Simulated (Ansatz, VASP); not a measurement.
**Sc2Al in VASP and in Ansatz**

File INCAR:

```
SYSTEM = Sc2Al
ALGO = Fast
EDIFF = 1E-7
ENCUT = 520
ISIF = 2
ISMEAR = 0
LASPH = .True.
LCHARG = .True.
LELF = .True.
LREAL = .False.
LVHAR = .True.
LWAVE = .False.
NBANDS = 34
NELM = 80
PREC = Accurate
SIGMA = 0.1
```

File KPOINTS:

```
k-points
0
Gamma
  12 12 6
  0 0 0
```

POSCAR

```
Sc2Al
1.0
    4.8926114005      0.0000000000      0.0000000000
   -2.4463057002      4.2371257637      0.0000000000
    0.0000000000      0.0000000000      6.1614205700
Sc Al
4 2
Direct
    0.0000000000      0.0000000000      0.0000000000
    0.0000000000      0.0000000000      0.5000000000
    0.3333333333      0.6666666667      0.7500000000
    0.6666666667      0.3333333333      0.2500000000
    0.3333333333      0.6666666667      0.2500000000
    0.6666666667      0.3333333333      0.7500000000
```

Input for Ansatz:

```yaml
crystal:
  lattice:
    - [4.8926114005, 0.0, 0.0]
    - [-2.4463057002, 4.2371257637, 0.0]
    - [0.0, 0.0, 6.16142057]
  atoms:
    - { symbol: Sc, position: [0.0, 0.0, 0.0] }
    - { symbol: Sc, position: [0.0, 0.0, 0.5] }
    - { symbol: Sc, position: [0.3333333333, 0.6666666667, 0.75] }
    - { symbol: Sc, position: [0.6666666667, 0.3333333333, 0.25] }
    - { symbol: Al, position: [0.3333333333, 0.6666666667, 0.25] }
    - { symbol: Al, position: [0.6666666667, 0.3333333333, 0.75] }
basis:
  ecutwfc: 420
kpoints:
  mp_grid: { grid: [12, 12, 6] }
hamiltonian:
  xc: lda
scf:
  occupations: { method: gaussian, width: 0.1 }
output:
  forces: true
  stress: true
  eigenvalues: true
  write_density: true
  write_potential: true
  elf: true
  volumetric_format: npy
```

Alike in both runs: task single point; functional LDA; k mesh 12 × 12 × 6; occupations gaussian, width 0.1 eV; no spin polarisation.

|  | VASP | Ansatz |
| --- | --- | --- |
| version | VASP 6.6.1 | Ansatz 0.2.0 |
| potentials or method | VASP PAW LDA potentials, release 64 (Sc_sv, Al), cutoff 520 eV | scalar-relativistic, plane waves, PAW |
| valence electrons in the cell | 50 | 50 |

|  | VASP | Ansatz | Ansatz less VASP |
| --- | --- | --- | --- |
| gap on the k mesh at the Fermi level (eV) | none | none | - |
| pressure (GPa) | -4.5 | -4.6 | -0.12 |
| traceless stress, the component that is largest in VASP (GPa) | -0.06 | -0.04 | +0.022 |

LDA's correlation is that of Perdew and Zunger in VASP and of Perdew and Wang (1992) in Ansatz. A gap of «none» marks a metal or a gap that the smearing closes.
